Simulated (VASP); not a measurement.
Here is a VASP 6.6.1 calculation.

The input INCAR:

```
SYSTEM = Sb
PREC     = Accurate       ! precision mode
ENCUT    = 520            ! plane-wave cutoff, eV
EDIFF    = 1E-6           ! SCF threshold, eV
ISMEAR   = 0              ! smearing method
SIGMA    = 0.15           ! smearing width, eV
LREAL    = .False.        ! projectors in reciprocal space
LASPH    = .True.         ! aspherical terms in the spheres
NELM     = 60             ! most SCF steps
ALGO     = Normal         ! electronic algorithm
ISIF     = 2              ! what is computed and relaxed
LWAVE    = .False.        ! write WAVECAR
LCHARG   = .True.         ! write CHGCAR
GGA      = PS             ! functional
LELF     = .True.         ! ELF
LVHAR    = .True.       
NBANDS   = 12             ! bands
```

KPOINTS

```
regular mesh
0
Gamma
  18 18 10
  0 0 0
```

The input POSCAR:

```
Sb
1.0
    3.5711401903      0.0000000000      0.0000000000
   -1.7855700952      2.7425813563      0.0000000000
    0.0000000000      0.0000000000      5.3300000000
Sb
2
Direct
    0.3333333333      0.6666666667      0.2500000000
    0.6666666667      0.3333333333      0.7500000000
```

Potentials or basis: VASP PAW PBE potentials, release 64 (Sb).

Run with:

```console
$ cat potpaw_PBE.64/Sb/POTCAR > POTCAR
$ mpirun -np 1 vasp_std > vasp.out
```

(1) Predict the pressure.

(2) Predict the largest force.

Results:

(1) 0.5 GPa.

(2) 0.072 eV/Å.

Caveat: the cell differs from its parent crystal (strain +0.0600 x Voigt [1, -1, 0, 0, 0, 0]); the PAW data sets were made with another functional, which shifts forces and pressure a little.
